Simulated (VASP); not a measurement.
A run of VASP 6.6.1:

The input INCAR:

```
SYSTEM = MgO
ALGO     = Normal         ! electronic algorithm
EDIFF    = 1E-7           ! SCF threshold, eV
ENCUT    = 520            ! plane-wave cutoff, eV
GGA      = PE             ! functional
ISIF     = 2              ! what is computed and relaxed
ISMEAR   = 0              ! smearing method
LASPH    = .TRUE.         ! aspherical terms in the spheres
LCHARG   = .TRUE.         ! write CHGCAR
LELF     = .TRUE.         ! ELF
LREAL    = .FALSE.        ! projectors in reciprocal space
LVHAR    = .TRUE.       
LWAVE    = .FALSE.        ! write WAVECAR
NBANDS   = 16             ! bands
NELM     = 60             ! most SCF steps
PREC     = Accurate       ! precision mode
SIGMA    = 0.05           ! smearing width, eV
```

The input KPOINTS:

```
k-points
0
G
  9 9 6
  0 0 0
```

Contents of POSCAR:

```
MgO
1.0
    3.4157000000      0.0000000000      0.0000000000
   -1.7078500000      2.9580829717      0.0000000000
    0.0000000000      0.0000000000      4.0698000000
Mg O
2 2
Direct
    0.6666666667      0.3333333333      0.7500000000
    0.3333333333      0.6666666667      0.2500000000
    0.6666666667      0.3333333333      0.2500000000
    0.3333333333      0.6666666667      0.7500000000
```

Potentials or basis: VASP PAW PBE potentials, release 64 (Mg, O).

Command:

```bash
$ cat potpaw_PBE.64/Mg/POTCAR potpaw_PBE.64/O/POTCAR > POTCAR
$ mpirun -np 1 vasp_std > vasp.out
```

Hardware: 1 thread of Intel(R) Xeon(R) Platinum 8488C (Sapphire Rapids), on a shared host.

How long does it take, and how much memory?

Wall time 20 s on 1 thread of Intel(R) Xeon(R) Platinum 8488C (Sapphire Rapids) (shared host), peak memory 0.17 GiB. Counts: scf iterations 13, k points 48.
